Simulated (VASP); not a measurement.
Crystal: Sb.

```
CELL_PARAMETERS angstrom
-1.87134 1.87134 1.87134
1.87134 -1.87134 1.87134
1.87134 1.87134 -1.87134
ATOMIC_POSITIONS crystal
Sb 0.00000 0.00000 0.00000
```

* Program: VASP 6.6.1
* Task: relaxation of cell and atoms
* Functional: PBE0
* Potentials or basis: VASP PAW PBE potentials, release 64 (Sb)
* Cutoff: 600 eV
* k mesh: 5 × 5 × 5
* Occupations: fermi-dirac, width 0.05 eV
* Spin: no spin polarisation

At the start: pressure -3.4 GPa; volume 26.21 Å³/atom.

Question: How do energy, volume and symmetry change on relaxing?

Answer: Over 3 steps the energy falls by 12.7 meV/atom and the volume is 25.07 Å³/atom (-4.4 %); space group Im-3m (No. 229, to 0.05 Å).

Step by step:
```csv
step,energy change (eV),largest force (eV/Å),pressure (GPa),volume (Å³)
1,0.0000,0.0000,-3.44,26.21
2,-0.0033,0.0000,3.38,24.13
3,-0.0127,0.0000,-0.02,25.07
```

Final structure:
```cif
data_structure
_symmetry_space_group_name_H-M 'P 1'
_symmetry_Int_Tables_number 1
_cell_length_a 3.1934
_cell_length_b 3.1934
_cell_length_c 3.1934
_cell_angle_alpha 109.471
_cell_angle_beta 109.471
_cell_angle_gamma 109.471
_cell_volume 25.07
loop_
_atom_site_label
_atom_site_type_symbol
_atom_site_fract_x
_atom_site_fract_y
_atom_site_fract_z
_atom_site_occupancy
Sb1 Sb 0.00000 0.00000 0.00000 1
```

Caveat: the k points lie up to 0.48 Å⁻¹ apart in the final cell; the PAW data sets were made with another functional, which shifts forces and pressure a little.
